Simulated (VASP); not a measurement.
The system is Ir.

```
Ir
1.0
    12.23846    0.00000    0.00000
     0.00000    2.23343    0.00000
     0.00000    0.00000    7.19300
Ir
2
Direct
  0.25000 0.00000 0.16399
  0.75000 0.00000 0.83601
```

Base run:

```yaml
Program: VASP 6.6.1
Functional: LDA
Potentials_or_basis: VASP PAW LDA potentials, release 64 (Ir)
Cutoff: 520 eV
k_mesh: 2 × 8 × 3
Occupations: methfessel-paxton, width 0.15 eV
Spin: no spin polarisation
```

Its results: band gap on the k mesh zero (band 9 reaches -1.55 eV, above the bottom of band 10 at -4.58 eV); pressure 0.5 GPa.

**Question.** The run is repeated on the same cell with these changes: k mesh from 2 × 8 × 3 to 2 × 6 × 2. What comes out?

**Answer.** Band gap on the k mesh zero (band 9 reaches -1.27 eV, above the bottom of band 10 at -4.31 eV); pressure -0.5 GPa.

Caveats: some runs use coarse meshes; spin-orbit coupling is left out, which moves the levels of the heavy elements.
